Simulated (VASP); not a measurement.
# Se: single point with BLYP

The system is Se.

```
CELL_PARAMETERS angstrom
0.00000 3.24647 3.24647
3.24647 0.00000 3.24647
3.24647 3.24647 0.00000
ATOMIC_POSITIONS crystal
Se 0.12500 0.12500 0.12500
Se 0.87500 0.87500 0.87500
```

```
Program             : VASP 6.6.1
Task                : single point
Functional          : BLYP
Potentials or basis : VASP PAW PBE potentials, release 64 (Se)
Cutoff              : 520 eV
k mesh              : 10 × 10 × 10
Occupations         : fermi-dirac, width 0.1 eV
Spin                : no spin polarisation
```

```yaml
Pressure: 0.1 GPa
Band_gap_on_the_k_mesh: zero (band 6 reaches 2.04 eV, above the bottom of band 7 at 1.09 eV)
```

Levels at points of the mesh, in eV from the Fermi level:
```csv
k point,band 2,band 3,band 4,band 5,band 6,band 7,band 8,band 9,band 10,band 11
"(0.00, 0.00, 0.00)",-10.50,-3.06,-3.06,-3.06,-0.63,-0.63,-0.63,4.57,7.88,7.88
"(0.50, 0.00, 0.00)",-11.96,-3.75,-3.69,-3.69,0.33,0.33,1.33,7.01,7.08,8.07
"(0.50, 0.50, 0.00)",-13.00,-4.37,-4.37,-1.75,-1.75,1.85,1.85,6.32,6.32,9.85
```

Wall time 26 s on 1 thread of Intel(R) Xeon(R) 6975P-C (Granite Rapids), with other jobs on the host, peak memory 0.21 GiB.

Caveat: the PAW data sets were made with another functional, which shifts forces and pressure a little.
